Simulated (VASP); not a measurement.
# SiO2 (Cristobalite high) (P2_13) in VASP: electric field gradients with PBE

Aim: the electric field gradients of SiO2 (Cristobalite high) with PBE.

All numbers are computed with VASP 6.6.1; they aren't measurements. Logs are shortened: lines on timing, memory, paths and dates and some standing lists are left out, and cuts for length are marked.

## (1) The cell of the first run

Symmetry: P2_13, No. 198, cubic system. Conventional cell: a = 7.160 Å, b = 7.160 Å, c = 7.160 Å, α = 90.00°, β = 90.00°, γ = 90.00°. Si (site symmetry 3) has 4 O at 1.61 to 1.62 Å within 2.1 Å. Si (site symmetry 3) has 4 O at 1.61 to 1.62 Å within 2.1 Å. O (site symmetry 3) has 2 Si at 1.61 Å within 2.1 Å. Within 2.2 Å of O (site symmetry 1) lie 2 Si at 1.62 Å.

## (2) Electric field gradients, PBE

The input, INCAR:

```
ALGO     = Normal         # electronic algorithm
EDIFF    = 1E-8           # SCF threshold, eV
ENCUT    = 520            # plane-wave cutoff, eV
GGA      = PE             # functional
ISIF     = 2              # what is computed and relaxed
ISMEAR   = -1             # smearing method
LASPH    = True           # aspherical terms in the spheres
LCHARG   = False          # write CHGCAR
LEFG     = True         
LREAL    = Auto         
LWAVE    = False          # write WAVECAR
NBANDS   = 82             # bands
NELM     = 100            # most SCF steps
PREC     = Accurate       # precision mode
SIGMA    = 0.02           # smearing width, eV
```

The input, KPOINTS:

```
k-points
0
Gamma
  4 4 4
```

The input, POSCAR:

```
SiO2
1.0
    7.1600000000      0.0000000000      0.0000000000
    0.0000000000      7.1600000000      0.0000000000
    0.0000000000      0.0000000000      7.1600000000
Si O
8 16
Direct
    0.2807081728      0.2807081728      0.2807081728
    0.2192918272      0.7192918272      0.7807081728
    0.7807081728      0.2192918272      0.7192918272
    0.7192918272      0.7807081728      0.2192918272
    1.0205836497      1.0205836497      1.0205836497
    0.4794163503     -0.0205836497      0.5205836497
    0.5205836497      0.4794163503     -0.0205836497
   -0.0205836497      0.5205836497      0.4794163503
    0.1505388218      0.1505388218      0.1505388218
    0.3494611782      0.8494611782      0.6505388218
    0.6505388218      0.3494611782      0.8494611782
    0.8494611782      0.6505388218      0.3494611782
    0.6398190416      0.6615812800      0.0434330203
    0.8601809584      0.3384187200      0.5434330203
    0.1398190416      0.8384187200      0.9565669797
    0.3601809584      0.1615812800      0.4565669797
    0.0434330203      0.6398190416      0.6615812800
    0.5434330203      0.8601809584      0.3384187200
    0.9565669797      0.1398190416      0.8384187200
    0.4565669797      0.3601809584      0.1615812800
    0.6615812800      0.0434330203      0.6398190416
    0.3384187200      0.5434330203      0.8601809584
    0.8384187200      0.9565669797      0.1398190416
    0.1615812800      0.4565669797      0.3601809584
```

Potentials or basis: VASP PAW PBE potentials, release 64 (Si, O).

Started as:

```sh
$ cat potpaw_PBE.64/Si/POTCAR potpaw_PBE.64/O/POTCAR > POTCAR
$ mpirun -np 1 vasp_std > vasp.out
```

OUTCAR:

```text
EDIFF = 1E-8
   ENCUT = 520
   GGA = PE
   ISIF = 2
   ISMEAR = -1
   LASPH = True
   LREAL = Auto
   NELM = 100
   PREC = Accurate

 ion  position               nearest neighbor table
   1  0.281  0.281  0.281-   9 1.61  16 1.62  20 1.62  24 1.62   7 3.10   8 3.10   6 3.10
   2  0.219  0.719  0.781-  10 1.61  15 1.62  17 1.62  22 1.62   7 3.10   8 3.10   5 3.10
   3  0.781  0.219  0.719-  11 1.61  14 1.62  19 1.62  21 1.62   6 3.10   8 3.10   5 3.10
   4  0.719  0.781  0.219-  12 1.61  13 1.62  18 1.62  23 1.62   6 3.10   7 3.10   5 3.10
   5  0.021  0.021  0.021-   9 1.61  15 1.62  19 1.62  23 1.62   3 3.10   4 3.10   2 3.10
   6  0.479  0.979  0.521-  10 1.61  16 1.62  18 1.62  21 1.62   3 3.10   4 3.10   1 3.10
   7  0.521  0.479  0.979-  11 1.61  13 1.62  20 1.62  22 1.62   2 3.10   4 3.10   1 3.10
   8  0.979  0.521  0.479-  12 1.61  14 1.62  17 1.62  24 1.62   2 3.10   3 3.10   1 3.10
   9  0.151  0.151  0.151-   5 1.61   1 1.61
  10  0.349  0.849  0.651-   6 1.61   2 1.61
  11  0.651  0.349  0.849-   7 1.61   3 1.61
  12  0.849  0.651  0.349-   8 1.61   4 1.61
  13  0.640  0.662  0.043-   4 1.62   7 1.62
  14  0.860  0.338  0.543-   3 1.62   8 1.62
[... 8 lines left out ...]
  23  0.838  0.957  0.140-   4 1.62   5 1.62
  24  0.162  0.457  0.360-   1 1.62   8 1.62

  LATTYP: Found a simple cubic cell.
 ALAT       =     7.1600000000

  Lattice vectors:

 A1 = (   7.1600000000,   0.0000000000,   0.0000000000)
 A2 = (   0.0000000000,   7.1600000000,   0.0000000000)
 A3 = (   0.0000000000,   0.0000000000,   7.1600000000)

Analysis of symmetry for initial positions (statically):
=====================================================================
 Subroutine PRICEL returns:
 Original cell was already a primitive cell.

 Routine SETGRP: Setting up the symmetry group for a
 simple cubic supercell.

 Subroutine GETGRP returns: Found 12 space group operations
 (whereof  3 operations were pure point group operations)
 out of a pool of 48 trial point group operations.

The static configuration has the point symmetry C_3 .
 The point group associated with its full space group is T   .

Analysis of symmetry for dynamics (positions and initial velocities):
[... 1068 lines left out ...]

  FORCE on cell =-STRESS in cart. coord.  units (eV):
  Direction    XX          YY          ZZ          XY          YZ          ZX
  --------------------------------------------------------------------------------------
  -------------------------------------------------------------------------------------
  Total        2.0013712      2.0013712      2.0013712      0.0000000      0.0000000      0.0000000
  in kB        8.7357292      8.7357292      8.7357292      0.0000000      0.0000000      0.0000000
  external PRESSURE =       8.7357292 kB  Pullay stress =       0.0000000 kB

 VOLUME and BASIS-vectors are now :
 -----------------------------------------------------------------------------
  energy-cutoff  :      520.00
  volume of cell :      367.06
      direct lattice vectors                 reciprocal lattice vectors
     7.160000000  0.000000000  0.000000000     0.139664804  0.000000000  0.000000000
     0.000000000  7.160000000  0.000000000     0.000000000  0.139664804  0.000000000
     0.000000000  0.000000000  7.160000000     0.000000000  0.000000000  0.139664804

 POSITION                                       TOTAL-FORCE (eV/Angst)
 -----------------------------------------------------------------------------------
      2.00987      2.00987      2.00987         0.010601      0.010601      0.010601
      1.57013      5.15013      5.58987        -0.010601     -0.010601      0.010601
      5.58987      1.57013      5.15013         0.010601     -0.010601     -0.010601
      5.15013      5.58987      1.57013        -0.010601      0.010601     -0.010601
      0.14738      0.14738      0.14738         0.005505      0.005505      0.005505
      3.43262      7.01262      3.72738        -0.005505     -0.005505      0.005505
[... 16 lines left out ...]
      6.00308      6.84902      1.00110        -0.013846      0.014748      0.001351
      1.15692      3.26902      2.57890         0.013846      0.014748     -0.001351
 -----------------------------------------------------------------------------------
    total drift:                                0.000000      0.000001     -0.000000

  FREE ENERGIE OF THE ION-ELECTRON SYSTEM (eV)
  ---------------------------------------------------
  free  energy   TOTEN  =      -189.8307091608 eV

  energy  without entropy=     -189.8307091608  energy(sigma->0) =     -189.83070916

 Electric field gradients (V/A^2)
---------------------------------------------------------------------
 ion       V_xx      V_yy      V_zz      V_xy      V_xz      V_yz
---------------------------------------------------------------------
   1      -0.000    -0.000    -0.000     2.047     2.047     2.047
   2      -0.000    -0.000    -0.000     2.047    -2.047    -2.047
   3      -0.000    -0.000     0.000    -2.047    -2.047     2.047
   4      -0.000    -0.000    -0.000    -2.047     2.047    -2.047
   5       0.000    -0.000     0.000    -0.866    -0.866    -0.866
   6       0.000    -0.000     0.000    -0.866     0.866     0.866
[... 16 lines left out ...]
  23      19.890     2.463   -22.353    49.903   -49.321   -33.819
  24      19.890     2.463   -22.353   -49.903   -49.321    33.819
---------------------------------------------------------------------

 Electric field gradients after diagonalization (V/A^2)
 (convention: |V_zz| > |V_xx| > |V_yy|)
----------------------------------------------------------------------
 ion       V_xx      V_yy      V_zz     asymmetry (V_yy - V_xx)/ V_zz
----------------------------------------------------------------------
   1      -2.047    -2.047     4.095       0.000
   2      -2.047    -2.047     4.095       0.000
   3      -2.047    -2.047     4.095       0.000
   4      -2.047    -2.047     4.095       0.000
   5       0.866     0.866    -1.733       0.000
   6       0.866     0.866    -1.733       0.000
[... 16 lines left out ...]
  23     -54.909   -37.784    92.692       0.185
  24     -54.909   -37.784    92.692       0.185
----------------------------------------------------------------------

           NMR quadrupolar parameters

 Cq : quadrupolar parameter    Cq=e*Q*V_zz/h
 eta: asymmetry parameters     (V_yy - V_xx)/ V_zz
 Q  : nuclear electric quadrupole moment in mb (millibarn)
----------------------------------------------------------------------
 ion       Cq(MHz)       eta       Q (mb)
----------------------------------------------------------------------
   1       0.010       0.000       1.000
   2       0.010       0.000       1.000
   3       0.010       0.000       1.000
   4       0.010       0.000       1.000
   5      -0.004       0.000       1.000
   6      -0.004       0.000       1.000
[... 16 lines left out ...]
  23       0.224       0.185       1.000
  24       0.224       0.185       1.000
----------------------------------------------------------------------
```

OSZICAR:

```text
N       E                     dE             d eps       ncg     rms          rms(c)
DAV:   1     0.902503810871E+03    0.90250E+03   -0.65335E+04  1804   0.141E+03
DAV:   2    -0.136068486679E+03   -0.10386E+04   -0.10087E+04  2286   0.335E+02
DAV:   3    -0.214539249318E+03   -0.78471E+02   -0.78111E+02  2160   0.990E+01
DAV:   4    -0.215811723583E+03   -0.12725E+01   -0.12691E+01  2176   0.136E+01
DAV:   5    -0.215840696026E+03   -0.28972E-01   -0.28941E-01  2168   0.196E+00    0.411E+01
DAV:   6    -0.189804019687E+03    0.26037E+02   -0.11107E+02  2104   0.349E+01    0.190E+01
DAV:   7    -0.189829186314E+03   -0.25167E-01   -0.29950E+00  2334   0.529E+00    0.713E+00
DAV:   8    -0.189802971972E+03    0.26214E-01   -0.15202E-01  2112   0.180E+00    0.273E+00
DAV:   9    -0.189824691147E+03   -0.21719E-01   -0.80593E-02  2044   0.126E+00    0.548E-01
DAV:  10    -0.189830868981E+03   -0.61778E-02   -0.99459E-03  2040   0.353E-01    0.175E-01
DAV:  11    -0.189830670478E+03    0.19850E-03   -0.26949E-03  2158   0.196E-01    0.253E-02
DAV:  12    -0.189830700829E+03   -0.30352E-04   -0.12268E-04  2120   0.501E-02    0.247E-02
DAV:  13    -0.189830707665E+03   -0.68361E-05   -0.17485E-05  2126   0.184E-02    0.172E-02
DAV:  14    -0.189830709254E+03   -0.15883E-05   -0.99106E-06  2008   0.151E-02    0.615E-03
DAV:  15    -0.189830709223E+03    0.30599E-07   -0.20316E-06  2158   0.624E-03    0.176E-03
DAV:  16    -0.189830709214E+03    0.94278E-08   -0.34061E-07  2120   0.254E-03    0.101E-03
DAV:  17    -0.189830709164E+03    0.49347E-07   -0.82090E-08  2016   0.106E-03    0.358E-04
DAV:  18    -0.189830709161E+03    0.36016E-08   -0.13450E-09  1474   0.163E-04
   1 F= -.18983071E+03 E0= -.18983071E+03  d E =-.582621E-11
```

stdout:

```text
POSCAR found type information on POSCAR SiO
 POSCAR found :  2 types and      24 ions
 scaLAPACK will be used
 LDA part: xc-table for (Slater+PW92), standard interpolation
 POSCAR, INCAR and KPOINTS ok, starting setup
 FFT: planning ... GRIDC
 FFT: planning ... GRID_SOFT
 FFT: planning ... GRID
 WAVECAR not read
 entering main loop
ion   1

ion   2

ion   3

ion   4

ion   5

ion   6

ion   7

ion   8

ion   9

ion  10
[... 110 lines left out ...]
     0.0000293    40.6325030    27.5932382    15.7314591   -40.0803401    -7.0908668
     0.0000403    40.6324956    27.5932331    15.7314562   -40.0803327    -7.0908654
     0.0000555    40.6324828    27.5932245    15.7314513   -40.0803202    -7.0908632
     0.0000765    40.6324614    27.5932100    15.7314430   -40.0802991    -7.0908594

ion  23
     0.0000293   -11.1960052     7.6467099     4.3690163    11.1350553    -1.9245682
     0.0000403   -11.1960051     7.6467099     4.3690163    11.1350552    -1.9245682
     0.0000555   -11.1960050     7.6467098     4.3690162    11.1350550    -1.9245682
     0.0000765   -11.1960046     7.6467095     4.3690161    11.1350547    -1.9245681

     0.0000293   -40.6325030    27.5932382    15.7314591    40.0803401    -7.0908668
     0.0000403   -40.6324956    27.5932331    15.7314562    40.0803327    -7.0908654
     0.0000555   -40.6324828    27.5932245    15.7314513    40.0803202    -7.0908632
     0.0000765   -40.6324614    27.5932100    15.731
```

Run time: 18 min. Hardware: 1 thread of Oxide Virtual Turin-like, shared host; peak memory 0.47 GiB.

Results:

- Free energy: -189.8307 eV
- Pressure: 0.9 GPa
- Largest force: 0.020 eV/Å
- Band gap on the k mesh: 5.68 eV, indirect (the least direct gap lies 3.5 meV higher)

Forces in eV/Å, atoms in the order of the input:
```
Si   0.011  0.011  0.011
Si  -0.011 -0.011  0.011
Si   0.011 -0.011 -0.011
Si  -0.011  0.011 -0.011
Si   0.006  0.006  0.006
Si  -0.006 -0.006  0.006
Si   0.006 -0.006 -0.006
Si  -0.006  0.006 -0.006
O    0.003  0.003  0.003
O   -0.003 -0.003  0.003
O    0.003 -0.003 -0.003
O   -0.003  0.003 -0.003
O    0.001  0.014 -0.015
O   -0.001 -0.014 -0.015
O    0.001 -0.014  0.015
O   -0.001  0.014  0.015
O   -0.015  0.001  0.014
O   -0.015 -0.001 -0.014
O    0.015  0.001 -0.014
O    0.015 -0.001  0.014
O    0.014 -0.015  0.001
O   -0.014 -0.015 -0.001
O   -0.014  0.015  0.001
O    0.014  0.015 -0.001
```

Electric field gradients, principal values (V/Å²):
```
atom    least   middle  greatest (by size)
1 Si   -2.047   -2.047               4.095
2 Si   -2.047   -2.047               4.095
3 Si   -2.047   -2.047               4.095
4 Si   -2.047   -2.047               4.095
5 Si    0.866    0.866              -1.733
6 Si    0.866    0.866              -1.733
7 Si    0.866    0.866              -1.733
8 Si    0.866    0.866              -1.733
 9 O  -50.501  -50.501             101.003
10 O  -50.501  -50.501             101.003
11 O  -50.501  -50.501             101.003
12 O  -50.501  -50.501             101.003
13 O  -37.784  -54.909              92.692
14 O  -37.784  -54.909              92.692
15 O  -37.784  -54.909              92.692
16 O  -37.784  -54.909              92.692
17 O  -37.784  -54.909              92.692
18 O  -37.784  -54.909              92.692
19 O  -37.784  -54.909              92.692
20 O  -37.784  -54.909              92.692
21 O  -37.784  -54.909              92.692
22 O  -37.784  -54.909              92.692
23 O  -37.784  -54.909              92.692
24 O  -37.784  -54.909              92.692
```

Caveat: without QUAD_EFG the Cq values of the log hold for a quadrupole moment of 1 mb, not for the nuclei. A k mesh can miss the band edges.
